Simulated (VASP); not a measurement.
# Pb (Fm-3m) in VASP: further runs

Runs on Pb. Level: r2SCAN. Tasks: single point.

Program: VASP 6.6.1. These are calculated values, not measurements. Logs are shortened: lines on timing, memory, paths and dates and some standing lists are left out, and cuts for length are marked.

### 1 The cell of the first run

Symmetry: Fm-3m, No. 225, cubic system. The conventional cell has a = 4.989 Å, b = 4.989 Å, c = 4.989 Å, α = 90.00°, β = 90.00°, γ = 90.00°. Pb (site symmetry m-3m) has 12 Pb at 3.53 Å within 4.6 Å.

### 2 Single point, r2SCAN

POSCAR reads:

```
Pb
1.0
    0.0000000000      2.4946408835      2.4946408835
    2.4946408835      0.0000000000      2.4946408835
    2.4946408835      2.4946408835      0.0000000000
Pb
1
Direct
    0.0000000000      0.0000000000      0.0000000000
```

INCAR.step1 reads:

```
SYSTEM = Pb
PREC     = Accurate       ! precision mode
ENCUT    = 520            ! plane-wave cutoff, eV
ISMEAR   = 0              ! smearing method
SIGMA    = 0.03           ! smearing width, eV
LREAL    = .False.        ! projectors in reciprocal space
LASPH    = .True.         ! aspherical terms in the spheres
NELM     = 60             ! most SCF steps
NBANDS   = 13             ! bands
GGA      = PE             ! functional
ALGO     = Normal         ! electronic algorithm
EDIFF    = 1E-4           ! SCF threshold, eV
LWAVE    = .True.         ! write WAVECAR
LCHARG   = .False.        ! write CHGCAR
```

INCAR.step2 reads:

```
SYSTEM = Pb
PREC     = Accurate       ! precision mode
ENCUT    = 520            ! plane-wave cutoff, eV
EDIFF    = 1E-6           ! SCF threshold, eV
ISMEAR   = 0              ! smearing method
SIGMA    = 0.03           ! smearing width, eV
LREAL    = .False.        ! projectors in reciprocal space
LASPH    = .True.         ! aspherical terms in the spheres
NELM     = 60             ! most SCF steps
ALGO     = Normal         ! electronic algorithm
ISIF     = 2              ! what is computed and relaxed
LWAVE    = .False.        ! write WAVECAR
LCHARG   = .False.        ! write CHGCAR
METAGGA  = R2SCAN         ! meta-GGA
LMIXTAU  = .True.       
NBANDS   = 13             ! bands
ISTART   = 1
```

KPOINTS reads:

```
Automatic mesh
0
Gamma
  11 11 11
  0 0 0
```

Potentials or basis: VASP PAW PBE potentials, release 64 (Pb_d).

On the command line:

```
$ cat potpaw_PBE.64/Pb_d/POTCAR > POTCAR
$ cp INCAR.step1 INCAR
$ mpirun -np 1 vasp_std > vasp.out
$ cp INCAR.step2 INCAR
$ mpirun -np 1 vasp_std > vasp.out
```

OUTCAR:

```text
SYSTEM = Pb
   PREC = Accurate
   ENCUT = 520
   EDIFF = 1E-6
   ISMEAR = 0
   LREAL = .False.
   LASPH = .True.
   NELM = 60
   ISIF = 2
   METAGGA = R2SCAN
   ISTART = 1

 ion  position               nearest neighbor table
   1  0.000  0.000  0.000-

  LATTYP: Found a face centered cubic cell.
 ALAT       =     4.9892817670

  Lattice vectors:

 A1 = (   0.0000000000,   2.4946408835,   2.4946408835)
 A2 = (   2.4946408835,   0.0000000000,   2.4946408835)
 A3 = (   2.4946408835,   2.4946408835,   0.0000000000)

Analysis of symmetry for initial positions (statically):
=====================================================================
 Subroutine PRICEL returns:
 Original cell was already a primitive cell.

 Routine SETGRP: Setting up the symmetry group for a
 face centered cubic supercell.

 Subroutine GETGRP returns: Found 48 space group operations
 (whereof 48 operations were pure point group operations)
 out of a pool of 48 trial point group operations.

The static configuration has the point symmetry O_h .

Analysis of symmetry for dynamics (positions and initial velocities):
=====================================================================
 Subroutine PRICEL returns:
 Original cell was already a primitive cell.

 Routine SETGRP: Setting up the symmetry group for a
 face centered cubic supercell.

 Subroutine GETGRP returns: Found 48 space group operations
 (whereof 48 operations were pure point group operations)
 out of a pool of 48 trial point group operations.

The dynamic configuration has the point symmetry O_h .

 Subroutine INISYM returns: Found 48 space group operations
 (whereof 48 operations are pure point group operations),
 and found     1 'primitive' translations

----------------------------------------------------------------------------------------

                                     Primitive cell

  volume of cell :      31.0495

  direct lattice vectors                    reciprocal lattice vectors
     0.000000000  2.494640883  2.494640883    -0.200429650  0.200429650  0.200429650
     2.494640883  0.000000000  2.494640883     0.200429650 -0.200429650  0.200429650
     2.494640883  2.494640883  0.000000000     0.200429650  0.200429650 -0.200429650

  length of vectors
     3.527954971  3.527954971  3.527954971     0.347154338  0.347154338  0.347154338

  position of ions in fractional coordinates (direct lattice)
     0.000000000  0.000000000  0.000000000

  ion indices of the primitive-cell ions
   primitive index   ion index
                 1           1

----------------------------------------------------------------------------------------

 KPOINTS: Automatic mesh

Automatic generation of k-mesh.
 Grid dimensions read from file:
 generate k-points for:   11   11   11

 Generating k-lattice:

  Cartesian coordinates                     Fractional coordinates (reciprocal lattice)
    -0.018220877  0.018220877  0.018220877     0.090909091  0.000000000  0.000000000
     0.018220877 -0.018220877  0.018220877     0.000000000  0.090909091  0.000000000
     0.018220877  0.018220877 -0.018220877     0.000000000  0.000000000  0.090909091

  Length of vectors
     0.031559485  0.031559485  0.031559485

  Shift w.r.t. Gamma in fractional coordinates (k-lattice)
     0.000000000  0.000000000  0.000000000

 Subroutine IBZKPT returns following result:
 ===========================================

 Found     56 irreducible k-points:

 Following reciprocal coordinates:
            Coordinates               Weight
  0.000000  0.000000  0.000000      1.000000
  0.090909  0.000000  0.000000      8.000000
  0.181818  0.000000  0.000000      8.000000
  0.272727  0.000000  0.000000      8.000000
  0.363636  0.000000  0.000000      8.000000
  0.454545  0.000000  0.000000      8.000000
[... 16 lines left out ...]
 -0.272727  0.181818  0.000000     24.000000
 -0.181818  0.181818  0.000000     12.000000
 [... further k-points ...]
   k-points           NKPTS =     56   k-points in BZ     NKDIM =     56   number of bands    NBANDS=     13
   number of dos      NEDOS =    301   number of ions     NIONS =      1
   total plane-waves  NPLWV =  21952
   dimension x,y,z NGX =    28 NGY =   28 NGZ =   28
   dimension x,y,z NGXF=    56 NGYF=   56 NGZF=   56
   ions per type =               1
   NGX,Y,Z   is equivalent  to a cutoff of  13.19, 13.19, 13.19 a.u.
   NGXF,Y,Z  is equivalent  to a cutoff of  26.39, 26.39, 26.39 a.u.
 SYSTEM =  Pb
   PREC   = accura    normal or accurate (medium, high low for compatibility)
   ISTART =      1    job   : 0-new  1-cont  2-samecut
   ICHARG =      0    charge: 1-file 2-atom 10-const
   ISPIN  =      1    spin polarized calculation?
   LNONCOLLINEAR =      F non collinear calculations
   LSORBIT =      F    spin-orbit coupling
   LASPH  =      T    aspherical Exc in radial PAW
   ENCUT  =  520.0 eV  38.22 Ry    6.18 a.u.   6.56  6.56  6.56*2*pi/ulx,y,z
   NELM   =     60;   NELMIN=  2; NELMDL=  0     # of ELM steps
   EDIFF  = 0.1E-05   stopping-criterion for ELM
   LREAL  =      F    real-space projection
   EDIFFG = 0.1E-04   stopping-criterion for IOM
   NSW    =      0    number of steps for IOM
   IBRION =     -1    ionic relax: 0-MD 1-quasi-New 2-CG
   NFREE  =      0    steps in history (QN), initial steepest desc. (CG)
   ISIF   =      2    stress and relaxation
   ISYM   =      2    0-nonsym 1-usesym 2-fastsym
   POTIM  = 0.5000    time-step for ionic-motion
   TEBEG  =    0.0;   TEEND  =   0.0 temperature during run
   PSTRESS=    0.0 pullay stress
   NELECT =      14.0000    total number of electrons
   NUPDOWN=      -1.0000    fix difference up-down
   EMIN   =  10.00;   EMAX   =-10.00  energy-range for DOS
   EFERMI =   0.00;   METHOD = LEGACY
   ISMEAR =     0;   SIGMA  =   0.03  broadening in eV -4-tet -1-fermi 0-gaus
   EFERMI_NEDOS =   21; number of points for ismear=-14 and -15
   IALGO  =     38    algorithm
   IMIX   =      4    mixing-type and parameters
     AMIX     =   0.40;   BMIX     =  1.00
     AMIX_MAG =   1.60;   BMIX_MAG =  1.00
  volume/ion in A,a.u.               =      31.05       209.53
  Fermi-wavevector in a.u.,A,eV,Ry     =   1.255354  2.372275 21.441600  1.575913
  Thomas-Fermi vector in A             =   2.389115
   LORBIT       =      0    0 simple, 1 ext, 2 COOP (PROOUT), +10 PAW based schemes
   METAGGA = R2SCAN    functional components
   LHFCALC =     F    Hartree Fock is set to
   AEXX    =    0.0000 exact exchange contribution
   IVDW    =     0    specifies the selected vdW correction
   LEPSILON=     F    determine dielectric tensor
   LRPA    =     F    only Hartree local field effects (RPA)
 non-spin polarized calculation
 Gauss-broadening in eV      SIGMA  =   0.03
  energy-cutoff  :      520.00
  volume of cell :       31.05
 maximum number of plane-waves:       869
   NGX = 13   NGY = 13   NGZ = 13

 number of electron      14.0000000 magnetization

 Free energy of the ion-electron system (eV)
  ---------------------------------------------------
  ext. energy  EPLUGINS =         0.00000000
  ---------------------------------------------------
  free energy    TOTEN  =       -56.28382269 eV

  energy without entropy =      -56.28360244  energy(sigma->0) =      -56.28371257

 E-fermi :   7.0123     XC(G=0): -10.7988

 val. band max:        6.9950636989   @ k =   0.3636   0.2727   0.0000
 cond. band min:       7.0797224078   @ k =   0.2727   0.0000   0.0000
 fundamental gap:      0.0846587088
 Fermi energy:         7.0122752627

 k-point     1 :       0.0000    0.0000    0.0000
  band No.  band energies     occupation
      1     -10.7485      2.00000
      2     -10.7485      2.00000
      3     -10.7485      2.00000
      4     -10.6112      2.00000
      5     -10.6112      2.00000
      6      -5.1733      2.00000
      7      14.5001      0.00000
      8      14.5001      0.00000
      9      14.5001      0.00000
     10      17.3618      0.00000
     11      18.9441      0.00000
     12      19.8859      0.00000
     13      19.8859      0.00000

 k-point     2 :       0.0909    0.0000    0.0000
  band No.  band energies     occupation
      1     -10.7488      2.00000
      2     -10.7370      2.00000
      3     -10.7370      2.00000
      4     -10.6116      2.00000
      5     -10.6116      2.00000
      6      -5.0102      2.00000
      7      12.7599      0.00000
      8      14.2996      0.00000
      9      14.2996      0.00000
     10      16.9824      0.00000
     11      19.6702      0.00000
     12      20.2418      0.00000
     13      20.2418      0.00000

 k-point     3 :       0.1818    0.0000    0.0000
  band No.  band energies     occupation
      1     -10.7513      2.00000
      2     -10.7166      2.00000
      3     -10.7166      2.00000
      4     -10.6016      2.00000
      5     -10.6016      2.00000
      6      -4.5212      2.00000
      7       9.8726      0.00000
      8      13.8313      0.00000
      9      13.8313      0.00000
     10      16.6078      0.00000
     11      20.0918      0.00000
     12      20.4942      0.00000
     13      20.4942      0.00000

 k-point     4 :       0.2727    0.0000    0.0000
  band No.  band energies     occupation
      1     -10.7583      2.00000
      2     -10.7151      2.00000
      3     -10.7151      2.00000
      4     -10.5627      2.00000
      5     -10.5627      2.00000
      6      -3.7189      2.00000
      7       7.0797      0.00148
      8      13.3114      0.00000
      9      13.3114      0.00000
     10      16.4143      0.00000
     11      18.8335      0.00000
     12      19.6228      0.00000
     13      19.6228      0.00000

 k-point     5 :       0.3636    0.0000    0.0000
  band No.  band energies     occupation
      1     -10.7680      2.00000
      2     -10.7272      2.00000
      3     -10.7272      2.00000
      4     -10.5126      2.00000
      5     -10.5126      2.00000
      6      -2.6714      2.00000
      7       4.6585      2.00000
      8      12.8888      0.00000
      9      12.8888      0.00000
     10      16.4248      0.00000
     11      17.8366      0.00000
     12      18.9811      0.00000
     13      18.9811      0.00000
[... 257 lines left out ...]
 k-point    22 :      -0.3636    0.1818    0.0000
  band No.  band energies     occupation
      1     -10.7602      2.00000
      2     -10.7066      2.00000
      3     -10.6680      2.00000
      4     -10.5300      2.00000
      5     -10.5202      2.00000
      6      -1.4984      2.00000
      7       4.0329      2.00000
      8       8.6874      0.00000
      9      12.0411      0.00000
     10      15.4375      0.00000
     11      19.5005      0.00000
     12      20.2320      0.00000
     13      23.3849      0.00000

 k-point    23 :      -0.2727    0.1818    0.0000
  band No.  band energies     occupation
      1     -10.7369      2.00000
      2     -10.7217      2.00000
      3     -10.6599      2.00000
      4     -10.5835      2.00000
      5     -10.5266      2.00000
      6      -2.5104      2.00000
      7       5.8549      2.00000
      8       8.7278      0.00000
      9      12.9393      0.00000
     10      16.1891      0.00000
     11      19.2079      0.00000
     12      20.0496      0.00000
     13      21.7632      0.00000

 k-point    24 :      -0.1818    0.1818    0.0000
  band No.  band energies     occupation
      1     -10.7419      2.00000
      2     -10.7153      2.00000
      3     -10.6532      2.00000
      4     -10.6393      2.00000
      5     -10.5397      2.00000
      6      -3.4563      2.00000
      7       7.8075      0.00000
      8       9.5244      0.00000
      9      13.8596      0.00000
     10      17.2433      0.00000
     11      18.6207      0.00000
     12      19.8582      0.00000
     13      20.5020      0.00000

 [... further k-points ...]

------------------------ aborting loop because EDIFF is reached ----------------------------------------

  FORCE on cell =-STRESS in cart. coord.  units (eV):
  Direction    XX          YY          ZZ          XY          YZ          ZX
  --------------------------------------------------------------------------------------
  -------------------------------------------------------------------------------------
  Total       -0.0042996     -0.0042996     -0.0042996      0.0000000      0.0000000      0.0000000
  in kB       -0.2218653     -0.2218653     -0.2218653      0.0000000      0.0000000      0.0000000
  external PRESSURE =      -0.2218653 kB  Pullay stress =       0.0000000 kB

 VOLUME and BASIS-vectors are now :
 -----------------------------------------------------------------------------
  energy-cutoff  :      520.00
  volume of cell :       31.05
      direct lattice vectors                 reciprocal lattice vectors
     0.000000000  2.494640883  2.494640883    -0.200429650  0.200429650  0.200429650
     2.494640883  0.000000000  2.494640883     0.200429650 -0.200429650  0.200429650
     2.494640883  2.494640883  0.000000000     0.200429650  0.200429650 -0.200429650

 POSITION                                       TOTAL-FORCE (eV/Angst)
 -----------------------------------------------------------------------------------
      0.00000      0.00000      0.00000        -0.000000     -0.000000     -0.000000
 -----------------------------------------------------------------------------------
    total drift:                               -0.000000     -0.000000     -0.000000

  FREE ENERGIE OF THE ION-ELECTRON SYSTEM (eV)
  ---------------------------------------------------
  free  energy   TOTEN  =       -56.2838226900 eV

  energy  without entropy=      -56.2836024421  energy(sigma->0) =      -56.28371257
```

Wall time 53 s (1 thread of Intel Xeon Platinum 8488C (Sapphire Rapids), shared host); peak memory 0.17 GiB.

Results:

- Free energy: -56.2838 eV
- Pressure: 0.0 GPa
- Band gap on the k mesh: zero (band 7 reaches 14.50 eV, above the bottom of band 8 at 5.53 eV)

Caveat: the PAW data sets were made with another functional, which shifts forces and pressure a little; spin-orbit coupling is left out, which moves the levels of the heavy elements.

### 3 Single point, r2SCAN

POSCAR is that of step 2.

INCAR.step1 reads:

```
PREC = Accurate
ENCUT = 520
ISMEAR = 0
SIGMA = 0.1
LREAL = F
LASPH = T
NELM = 80
NBANDS = 13
GGA = PE
ALGO = Normal
EDIFF = 1E-4
LWAVE = T
LCHARG = F
```

INCAR.step2 reads:

```
PREC = Accurate
ENCUT = 520
EDIFF = 1E-6
ISMEAR = 0
SIGMA = 0.1
LREAL = F
LASPH = T
NELM = 80
ALGO = Normal
ISIF = 2
LWAVE = F
LCHARG = F
METAGGA = R2SCAN
LMIXTAU = T
NBANDS = 13
ISTART = 1
```

KPOINTS reads:

```
Automatic mesh
0
Gamma
  11 11 11
```

Potentials or basis: VASP PAW PBE potentials, release 64 (Pb_d).

On the command line:

```
$ cat potpaw_PBE.64/Pb_d/POTCAR > POTCAR
$ cp INCAR.step1 INCAR
$ mpirun -np 1 vasp_std > vasp.out
$ cp INCAR.step2 INCAR
$ mpirun -np 1 vasp_std > vasp.out
```

Wall time 54 s (1 thread of Intel Xeon Platinum 8488C (Sapphire Rapids), shared host); peak memory 0.17 GiB.

It converged, with:

```
Free energy            : -56.2845 eV
Pressure               : 0.0 GPa
Band gap on the k mesh : zero (band 7 reaches 14.50 eV, above the bottom of band 8 at 5.53 eV)
```

Levels at points of the mesh, in eV from the Fermi level:
```tsv
k point	band 4	band 5	band 6	band 7	band 8	band 9	band 10	band 11
(0.00, 0.00, 0.00)	-17.64	-17.64	-12.20	7.47	7.47	7.47	10.33	11.91
```

Caveat: the PAW data sets were made with another functional, which shifts forces and pressure a little; spin-orbit coupling is left out, which moves the levels of the heavy elements.

### 4 Single point, r2SCAN

POSCAR is that of step 3.

INCAR.step1 reads:

```
PREC = Accurate
ENCUT = 520
ISMEAR = 0
SIGMA = 0.2
LREAL = False
LASPH = True
NELM = 60
NBANDS = 13
GGA = PE
ALGO = Normal
EDIFF = 1E-4
LWAVE = True
LCHARG = False
```

INCAR.step2 reads:

```
PREC = Accurate
ENCUT = 520
EDIFF = 1E-6
ISMEAR = 0
SIGMA = 0.2
LREAL = False
LASPH = True
NELM = 60
ALGO = Normal
ISIF = 2
LWAVE = False
LCHARG = False
METAGGA = R2SCAN
LMIXTAU = True
NBANDS = 13
ISTART = 1
```

KPOINTS reads:

```
regular mesh
0
Gamma
  11 11 11
```

On the command line:

```
$ cat potpaw_PBE.64/Pb_d/POTCAR > POTCAR
$ cp INCAR.step1 INCAR
$ mpirun -np 1 vasp_std > vasp.out
$ cp INCAR.step2 INCAR
$ mpirun -np 1 vasp_std > vasp.out
```

Run time: 51 s. Hardware: 1 thread of Intel Xeon Platinum 8488C (Sapphire Rapids), shared host; peak memory 0.17 GiB.

Results (log left out):

* Free energy: -56.2869 eV
* Pressure: 0.0 GPa
* Band gap on the k mesh: zero (band 7 reaches 14.50 eV, above the bottom of band 8 at 5.53 eV)

Levels at points of the mesh, in eV from the Fermi level:
```tsv
k point	band 5	band 6	band 7	band 8	band 9	band 10
(0.00, 0.00, 0.00)	-17.63	-12.20	7.48	7.48	7.48	10.34
```

Caveat: the PAW data sets were made with another functional, which shifts forces and pressure a little; spin-orbit coupling is left out, which moves the levels of the heavy elements.

### 5 The runs side by side

| smearing | gap on the mesh (eV) | pressure (GPa) |
| --- | --- | --- |
| gaussian 0.03 eV | none | 0.0 |
| gaussian 0.1 eV | none | 0.0 |
| gaussian 0.2 eV | none | 0.0 |

Alike in all rows: task single point; level r2SCAN; potentials or basis VASP PAW PBE potentials, release 64 (Pb_d); no spin polarisation; cell as given; k mesh 11 × 11 × 11; cutoff (eV) 520.

Every run on the cell as given and a fine mesh finds a metal.

Caveats: the PAW data sets were made with another functional, which shifts forces and pressure a little; spin-orbit coupling is left out, which moves the levels of the heavy elements.

Absolute energies hang on the potentials; compare differences alone.
